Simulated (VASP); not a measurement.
Write the native input for VASP 6.6.1 that does the following.

```
Task                   : single point
Functional             : RPBE
Potentials or basis    : VASP PAW PBE potentials, release 64 (Cs_sv)
Cutoff                 : 520 eV
k mesh                 : 7 × 7 × 4
Occupations            : fermi-dirac, width 0.1 eV
Spin                   : no spin polarisation
Dipole correction      : no
Further INCAR settings : ALGO = Normal; EDIFF = 1e-06; NBANDS = 16
```

The structure of Cs lies in POSCAR:

```
Cs
1.0
    5.9177100849      0.0000000000      0.0000000000
   -2.9588550424      5.1248872657      0.0000000000
    0.0000000000      0.0000000000      9.7062814882
Cs
2
Direct
    0.3333333333      0.6666666667      0.2500000000
    0.6666666667      0.3333333333      0.7500000000
```

This cell differs from its parent crystal: volume scaled by 1.12.

One way to write it, as run:

INCAR

```
PREC = Accurate ; ENCUT = 520
EDIFF = 1E-6 ; ISMEAR = -1
SIGMA = 0.1 ; LREAL = F
LASPH = T ; NELM = 80
ALGO = Normal ; ISIF = 2
LWAVE = F ; LCHARG = F
GGA = RP ; NBANDS = 16
```

KPOINTS

```
regular mesh
0
Gamma
  7 7 4
```

Potentials or basis: VASP PAW PBE potentials, release 64 (Cs_sv).

Run with:

```sh
$ cat potpaw_PBE.64/Cs_sv/POTCAR > POTCAR
$ mpirun -np 1 vasp_std > vasp.out
```

Results of the run:

- Pressure: -0.1 GPa
- Band gap on the k mesh: zero (band 9 reaches 0.49 eV, above the bottom of band 10 at -0.90 eV)

Caveat: the PAW data sets were made with another functional, which shifts forces and pressure a little; spin-orbit coupling is left out, which moves the levels of the heavy elements.

It took 110 s on 1 thread of Intel(R) Xeon(R) Platinum 8488C (Sapphire Rapids), with other jobs on the host, peak memory 0.43 GiB.
